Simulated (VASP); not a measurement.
# Te in VASP: notebook

Runs on Te. Level: PBE. Tasks: relaxation of cell and atoms, single point.

Everything below comes from runs of VASP 6.6.1. Logs are shortened: lines on timing, memory, paths and dates and some standing lists are left out, and cuts for length are marked.

### 1 The cell of the first run

The structure is tetragonal, space group P4/mmm (No. 123). Conventional cell: a = 3.332 Å, b = 3.332 Å, c = 2.980 Å, α = 90.00°, β = 90.00°, γ = 90.00°. Within 3.9 Å of Te (site symmetry 4/mmm) lie 6 Te at 2.98 to 3.33 Å.

The cell was built from a structure type or drawn by symmetry, and may not be a known phase.

### 2 Relaxation of cell and atoms, PBE

The input, INCAR:

```
SYSTEM = Te
PREC = Accurate
ENCUT = 600
EDIFF = 1E-6
ISMEAR = 0
SIGMA = 0.1
LREAL = .FALSE.
LASPH = .TRUE.
NELM = 100
ALGO = Normal
ISIF = 3
LWAVE = .FALSE.
LCHARG = .FALSE.
GGA = PE
IBRION = 2
NSW = 100
EDIFFG = -0.01
```

The input, KPOINTS:

```
Automatic mesh
0
G
  16 16 18
  0 0 0
```

The input, POSCAR:

```
Te
1.0
    3.3315549435      0.0000000000      0.0000000000
    0.0000000000      3.3315549435      0.0000000000
    0.0000000000      0.0000000000      2.9803620896
Te
1
Direct
    0.5000000000      0.5000000000      0.5000000000
```

Potentials or basis: VASP PAW PBE potentials, release 64 (Te).

Run with:

```
cat potpaw_PBE.64/Te/POTCAR > POTCAR
mpirun -np 1 vasp_std > vasp.out
```

OUTCAR:

```text
SYSTEM = Te
   PREC = Accurate
   ENCUT = 600
   EDIFF = 1E-6
   ISMEAR = 0
   LREAL = .FALSE.
   LASPH = .TRUE.
   NELM = 100
   ISIF = 3
   GGA = PE
   IBRION = 2
   NSW = 100
   EDIFFG = -0.01

 ion  position               nearest neighbor table
   1  0.500  0.500  0.500-

  LATTYP: Found a simple tetragonal cell.
 ALAT       =     3.3315549435
 C/A-ratio  =     0.8945859036

  Lattice vectors:

 A1 = (   3.3315549435,   0.0000000000,   0.0000000000)
 A2 = (   0.0000000000,   3.3315549435,   0.0000000000)
 A3 = (   0.0000000000,   0.0000000000,   2.9803620896)

Analysis of symmetry for initial positions (statically):
=====================================================================
 Subroutine PRICEL returns:
 Original cell was already a primitive cell.

 Routine SETGRP: Setting up the symmetry group for a
 simple tetragonal supercell.

 Subroutine GETGRP returns: Found 16 space group operations
 (whereof 16 operations were pure point group operations)
 out of a pool of 16 trial point group operations.

The static configuration has the point symmetry D_4h.

Analysis of symmetry for dynamics (positions and initial velocities):
=====================================================================
 Subroutine PRICEL returns:
 Original cell was already a primitive cell.

 Routine SETGRP: Setting up the symmetry group for a
 simple tetragonal supercell.

 Subroutine GETGRP returns: Found 16 space group operations
 (whereof 16 operations were pure point group operations)
 out of a pool of 16 trial point group operations.

The dynamic configuration has the point symmetry D_4h.

 Subroutine INISYM returns: Found 16 space group operations
 (whereof 16 operations are pure point group operations),
 and found     1 'primitive' translations

----------------------------------------------------------------------------------------

                                     Primitive cell

  volume of cell :      33.0798

  direct lattice vectors                    reciprocal lattice vectors
     3.331554944  0.000000000  0.000000000     0.300160141  0.000000000  0.000000000
     0.000000000  3.331554944  0.000000000     0.000000000  0.300160141  0.000000000
     0.000000000  0.000000000  2.980362090     0.000000000  0.000000000  0.335529701

  length of vectors
     3.331554944  3.331554944  2.980362090     0.300160141  0.300160141  0.335529701

  position of ions in fractional coordinates (direct lattice)
     0.500000000  0.500000000  0.500000000

  ion indices of the primitive-cell ions
   primitive index   ion index
                 1           1

----------------------------------------------------------------------------------------

 KPOINTS: Automatic mesh

Automatic generation of k-mesh.
 Grid dimensions read from file:
 generate k-points for:   16   16   18

 Generating k-lattice:

  Cartesian coordinates                     Fractional coordinates (reciprocal lattice)
     0.018760009  0.000000000  0.000000000     0.062500000  0.000000000  0.000000000
     0.000000000  0.018760009  0.000000000     0.000000000  0.062500000  0.000000000
     0.000000000  0.000000000  0.018640539     0.000000000  0.000000000  0.055555556

  Length of vectors
     0.018760009  0.018760009  0.018640539

  Shift w.r.t. Gamma in fractional coordinates (k-lattice)
     0.000000000  0.000000000  0.000000000

 Subroutine IBZKPT returns following result:
 ===========================================

 Found    450 irreducible k-points:

 Following reciprocal coordinates:
            Coordinates               Weight
  0.000000  0.000000  0.000000      1.000000
  0.062500  0.000000  0.000000      4.000000
  0.125000  0.000000  0.000000      4.000000
  0.187500  0.000000  0.000000      4.000000
  0.250000  0.000000  0.000000      4.000000
  0.312500  0.000000  0.000000      4.000000
[... 16 lines left out ...]
  0.437500  0.125000  0.000000      8.000000
  0.500000  0.125000  0.000000      4.000000
 [... further k-points ...]
   k-points           NKPTS =    450   k-points in BZ     NKDIM =    450   number of bands    NBANDS=      7
   number of dos      NEDOS =    301   number of ions     NIONS =      1
   total plane-waves  NPLWV =  18816
   dimension x,y,z NGX =    28 NGY =   28 NGZ =   24
   dimension x,y,z NGXF=    56 NGYF=   56 NGZF=   48
   ions per type =               1
   NGX,Y,Z   is equivalent  to a cutoff of  13.97, 13.97, 13.39 a.u.
   NGXF,Y,Z  is equivalent  to a cutoff of  27.94, 27.94, 26.77 a.u.
 SYSTEM =  Te
   PREC   = accura    normal or accurate (medium, high low for compatibility)
   ISTART =      0    job   : 0-new  1-cont  2-samecut
   ICHARG =      2    charge: 1-file 2-atom 10-const
   ISPIN  =      1    spin polarized calculation?
   LNONCOLLINEAR =      F non collinear calculations
   LSORBIT =      F    spin-orbit coupling
   LASPH  =      T    aspherical Exc in radial PAW
   ENCUT  =  600.0 eV  44.10 Ry    6.64 a.u.   6.65  6.65  5.95*2*pi/ulx,y,z
   NELM   =    100;   NELMIN=  2; NELMDL= -5     # of ELM steps
   EDIFF  = 0.1E-05   stopping-criterion for ELM
   LREAL  =      F    real-space projection
   EDIFFG = -.1E-01   stopping-criterion for IOM
   NSW    =    100    number of steps for IOM
   IBRION =      2    ionic relax: 0-MD 1-quasi-New 2-CG
   NFREE  =      1    steps in history (QN), initial steepest desc. (CG)
   ISIF   =      3    stress and relaxation
   ISYM   =      2    0-nonsym 1-usesym 2-fastsym
   POTIM  = 0.5000    time-step for ionic-motion
   TEBEG  =    0.0;   TEEND  =   0.0 temperature during run
   PSTRESS=    0.0 pullay stress
   NELECT =       6.0000    total number of electrons
   NUPDOWN=      -1.0000    fix difference up-down
   EMIN   =  10.00;   EMAX   =-10.00  energy-range for DOS
   EFERMI =   0.00;   METHOD = LEGACY
   ISMEAR =     0;   SIGMA  =   0.10  broadening in eV -4-tet -1-fermi 0-gaus
   EFERMI_NEDOS =   21; number of points for ismear=-14 and -15
   IALGO  =     38    algorithm
   IMIX   =      4    mixing-type and parameters
     AMIX     =   0.40;   BMIX     =  1.00
     AMIX_MAG =   1.60;   BMIX_MAG =  1.00
  volume/ion in A,a.u.               =      33.08       223.23
  Fermi-wavevector in a.u.,A,eV,Ry     =   0.926697  1.751203 11.684230  0.858767
  Thomas-Fermi vector in A             =   2.052687
   LORBIT       =      0    0 simple, 1 ext, 2 COOP (PROOUT), +10 PAW based schemes
   GGA     = PE    functional components
   LHFCALC =     F    Hartree Fock is set to
   AEXX    =    0.0000 exact exchange contribution
   IVDW    =     0    specifies the selected vdW correction
   LEPSILON=     F    determine dielectric tensor
   LRPA    =     F    only Hartree local field effects (RPA)
 conjugate gradient relaxation of ions
 non-spin polarized calculation
 Gauss-broadening in eV      SIGMA  =   0.10
  energy-cutoff  :      600.00
  volume of cell :       33.08
 maximum number of plane-waves:      1128
 NGX is ok and might be reduce to    28
   NGX = 13   NGY = 13   NGZ = 11

--------------------------------------- Ionic step        1  -------------------------------------------

 number of electron       6.0000000 magnetization

 Free energy of the ion-electron system (eV)
  ---------------------------------------------------
  ext. energy  EPLUGINS =         0.00000000
  ---------------------------------------------------
  free energy    TOTEN  =        -3.03939625 eV

  energy without entropy =       -3.03503535  energy(sigma->0) =       -3.03721580

------------------------ aborting loop because EDIFF is reached ----------------------------------------

  FORCE on cell =-STRESS in cart. coord.  units (eV):
  Direction    XX          YY          ZZ          XY          YZ          ZX
  --------------------------------------------------------------------------------------
  -------------------------------------------------------------------------------------
  Total       -0.4402249     -0.4402249      1.3474199      0.0000000      0.0000000      0.0000000
  in kB      -21.3217175    -21.3217175     65.2605248      0.0000000      0.0000000      0.0000000
  external PRESSURE =       7.5390299 kB  Pullay stress =       0.0000000 kB
[... 125 lines left out ...]
  energy  without entropy=       -3.0979414516  energy(sigma->0) =       -3.09935478

--------------------------------------- Ionic step        5  -------------------------------------------

 number of electron       6.0000000 magnetization

 Free energy of the ion-electron system (eV)
  ---------------------------------------------------
  ext. energy  EPLUGINS =         0.00000000
  ---------------------------------------------------
  free energy    TOTEN  =        -3.10134487 eV

  energy without entropy =       -3.09858522  energy(sigma->0) =       -3.09996504

 E-fermi :   6.3961     XC(G=0):  -9.2732

 val. band max:        6.3898582006   @ k =   0.1250   0.0625   0.2222
 cond. band min:       6.4235365886   @ k =   0.3125   0.1875   0.1667
 fundamental gap:      0.0336783880
 Fermi energy:         6.3960553219

 k-point     1 :       0.0000    0.0000    0.0000
  band No.  band energies     occupation
      1      -7.1771      2.00000
      2       7.5024      0.00000
      3       7.5024      0.00000
      4       7.7889      0.00000
      5      12.4026      0.00000
      6      12.4633      0.00000
      7      12.9545      0.00000
[... 221 lines left out ...]
 k-point    24 :       0.5000    0.1250    0.0000
  band No.  band energies     occupation
      1      -5.3352      2.00000
      2       0.6711      2.00000
      3       7.2848      0.00000
      4       9.2618      0.00000
      5      13.7092      0.00000
      6      15.0059      0.00000
      7      17.1117      0.00000

 [... further k-points ...]
[... 5 lines left out ...]
  --------------------------------------------------------------------------------------
  -------------------------------------------------------------------------------------
  Total        0.0002032      0.0002032     -0.0025423      0.0000000      0.0000000     -0.0000000
  in kB        0.0099390      0.0099390     -0.1243505      0.0000000      0.0000000     -0.0000000
  external PRESSURE =      -0.0348242 kB  Pullay stress =       0.0000000 kB
[... 16 lines left out ...]
  FREE ENERGIE OF THE ION-ELECTRON SYSTEM (eV)
  ---------------------------------------------------
  free  energy   TOTEN  =        -3.1013448659 eV

  energy  without entropy=       -3.0985852173  energy(sigma->0) =       -3.09996504

 reached required accuracy - stopping structural energy minimisation
```

Run time: 6.4 min. Hardware: 1 thread of Intel Xeon 8259CL, shared host; peak memory 0.27 GiB.

Results:

```yaml
Free_energy: -3.1013 eV
Relaxed_volume: 32.76 Å³/atom
Relaxed_cell: a = 3.213 Å, b = 3.213 Å, c = 3.173 Å, α = 90.00°, β = 90.00°, γ = 90.00°
Space_group_after_relaxing_to_0.1_Å: Pm-3m (No. 221)
Energy_gained_by_relaxing: 61.9 meV/atom
Ionic_steps: 5
Pressure_after_relaxing: 0.0 GPa
Band_gap_on_the_k_mesh: zero (bands 3 and 4 overlap by 5.42 eV)
```

Step by step:
| step | energy change (eV) | largest force (eV/Å) | pressure (GPa) | volume (Å³) |
| --- | --- | --- | --- | --- |
| 1 | 0.0000 | 0.0000 | 0.75 | 33.08 |
| 2 | -0.0569 | 0.0000 | -1.37 | 33.75 |
| 3 | -0.0569 | 0.0000 | -1.39 | 33.76 |
| 4 | -0.0614 | 0.0000 | 0.51 | 32.43 |
| 5 | -0.0619 | 0.0000 | 0.00 | 32.76 |

Final structure:
```
CELL_PARAMETERS angstrom
3.21314 0.00000 0.00000
0.00000 3.21314 0.00000
0.00000 0.00000 3.17277
ATOMIC_POSITIONS crystal
Te 0.50000 0.50000 0.50000
```

Caveat: spin-orbit coupling is left out, which moves the levels of the heavy elements.

### 3 Single point, PBE

The input, INCAR:

```
PREC     = Accurate       # precision mode
ENCUT    = 520            # plane-wave cutoff, eV
EDIFF    = 1E-7           # SCF threshold, eV
ISMEAR   = 0              # smearing method
SIGMA    = 0.1            # smearing width, eV
LREAL    = False          # projectors in reciprocal space
LASPH    = True           # aspherical terms in the spheres
NELM     = 80             # most SCF steps
ALGO     = Normal         # electronic algorithm
ISIF     = 2              # what is computed and relaxed
LWAVE    = False          # write WAVECAR
LCHARG   = False          # write CHGCAR
GGA      = PE             # functional
NBANDS   = 9              # bands
```

The input, KPOINTS:

```
regular mesh
0
Gamma
  6 6 6
```

The input, POSCAR:

```
Te
1.0
    2.9795995362      0.0000000000      0.0674150520
    0.0000000000      3.3319504951      0.0000000000
   -0.0934264088      0.0000000000      3.3298490058
Te
1
Direct
    0.5000000000      0.0000000000      0.5000000000
```

Potentials or basis: VASP PAW PBE potentials, release 64 (Te).

Run with:

```
cat potpaw_PBE.64/Te/POTCAR > POTCAR
mpirun -np 1 vasp_std > vasp.out
```

OUTCAR:

```text
PREC = Accurate
   ENCUT = 520
   EDIFF = 1E-7
   ISMEAR = 0
   LREAL = False
   LASPH = True
   NELM = 80
   ISIF = 2
   GGA = PE

 ion  position               nearest neighbor table
   1  0.500  0.000  0.500-

  LATTYP: Found a simple monoclinic cell.
 ALAT       =     2.9803620896
 B/A-ratio  =     1.1179683525
 C/A-ratio  =     1.1177029139
 COS(beta)  =    -0.0054281838

  Lattice vectors:

 A1 = (   2.9795995362,   0.0000000000,   0.0674150520)
 A2 = (   0.0000000000,   3.3319504951,   0.0000000000)
 A3 = (  -0.0934264088,   0.0000000000,   3.3298490058)

Analysis of symmetry for initial positions (statically):
=====================================================================
 Subroutine PRICEL returns:
 Original cell was already a primitive cell.

 Routine SETGRP: Setting up the symmetry group for a
 simple monoclinic supercell.

 Subroutine GETGRP returns: Found  4 space group operations
 (whereof  4 operations were pure point group operations)
 out of a pool of  4 trial point group operations.

The static configuration has the point symmetry C_2h.

Analysis of symmetry for dynamics (positions and initial velocities):
[... 155 lines left out ...]

  energy without entropy =       -2.99972612  energy(sigma->0) =       -3.00056941

 E-fermi :   6.3810     XC(G=0):  -9.2203

 val. band max:        6.1865155643   @ k =  -0.1667   0.0000   0.1667
 cond. band min:       6.4153587358   @ k =   0.1667   0.1667   0.1667
 fundamental gap:      0.2288431715
 Fermi energy:         6.3809568204

 k-point     1 :       0.0000    0.0000    0.0000
  band No.  band energies     occupation
      1      -7.3725      2.00000
      2       6.5640      0.00962
      3       6.5690      0.00784
      4       9.2637      0.00000
      5      11.4840      0.00000
      6      11.8172      0.00000
      7      14.2788      0.00000
      8      22.2316      0.00000
      9      23.2345      0.00000
[... 265 lines left out ...]
 k-point    24 :       0.1667    0.1667    0.1667
  band No.  band energies     occupation
      1      -6.4235      2.00000
      2       4.9924      2.00000
      3       5.0456      2.00000
      4       6.4154      0.62660
      5      14.6274      0.00000
      6      15.2765      0.00000
      7      17.0610      0.00000
      8      17.5675      0.00000
      9      18.2517      0.00000

 [... further k-points ...]
[... 5 lines left out ...]
  --------------------------------------------------------------------------------------
  -------------------------------------------------------------------------------------
  Total        0.0225484     -0.0016857      0.0057466      0.0000000      0.0000000      0.0146094
  in kB        1.0921198     -0.0816456      0.2783333      0.0000000      0.0000000      0.7075973
  external PRESSURE =       0.4296025 kB  Pullay stress =       0.0000000 kB

 VOLUME and BASIS-vectors are now :
 -----------------------------------------------------------------------------
  energy-cutoff  :      520.00
  volume of cell :       33.08
      direct lattice vectors                 reciprocal lattice vectors
     2.979599536  0.000000000  0.067415052     0.335402654  0.000000000  0.009410476
     0.000000000  3.331950495  0.000000000     0.000000000  0.300124507  0.000000000
    -0.093426409  0.000000000  3.329849006    -0.006790454  0.000000000  0.300123396

 POSITION                                       TOTAL-FORCE (eV/Angst)
 -----------------------------------------------------------------------------------
      1.44309      0.00000      1.69863         0.000000      0.000000      0.000000
 -----------------------------------------------------------------------------------
    total drift:                               -0.000000      0.000000     -0.000000

  FREE ENERGIE OF THE ION-ELECTRON SYSTEM (eV)
  ---------------------------------------------------
  free  energy   TOTEN  =        -3.0014126964 eV

  energy  without entropy=       -2.9997261210  energy(sigma->0) =       -3.00056941
```

stdout:

```text
POSCAR found type information on POSCAR Te
 POSCAR found :  1 types and       1 ions
 scaLAPACK will be used
 LDA part: xc-table for (Slater+PW92), standard interpolation
 POSCAR, INCAR and KPOINTS ok, starting setup
 FFT: planning ... GRIDC
 FFT: planning ... GRID_SOFT
 FFT: planning ... GRID
 WAVECAR not read
 entering main loop
```

Wall time 16 s (1 thread of Intel Xeon 8259CL, shared host); peak memory 0.16 GiB.

Results:

```yaml
Free_energy: -3.0014 eV
Pressure: 0.0 GPa
Band_gap_on_the_k_mesh: zero (bands 3 and 4 overlap by 4.64 eV)
```

Stress tensor (GPa, compression positive):
```
 0.11  0.00  0.07
 0.00 -0.01  0.00
 0.07  0.00  0.03
```

Levels at points of the mesh, in eV from the Fermi level:
```csv
k point,band 1,band 2,band 3,band 4,band 5,band 6,band 7,band 8
"(0.00, 0.00, 0.00)",-13.75,0.18,0.19,2.88,5.10,5.44,7.90,15.85
"(0.50, 0.00, 0.00)",-11.16,-6.44,2.22,2.22,7.96,8.72,9.20,9.49
"(0.00, 0.50, 0.00)",-12.45,-5.85,1.24,3.93,7.08,9.54,9.68,10.01
"(0.50, 0.50, 0.00)",-9.78,-5.29,-3.59,2.21,3.22,10.49,10.93,11.32
"(0.00, 0.00, 0.50)",-12.44,-5.85,1.24,3.93,7.07,9.53,9.68,10.01
"(0.50, 0.00, 0.50)",-9.78,-5.29,-3.59,2.21,3.22,10.50,10.92,11.32
"(0.00, 0.50, 0.50)",-11.14,-4.55,-4.54,2.08,4.93,11.25,13.57,13.57
"(0.50, 0.50, 0.50)",-8.36,-4.25,-2.43,-2.42,4.11,4.11,5.13,7.23
```

Caveat: spin-orbit coupling is left out, which moves the levels of the heavy elements.
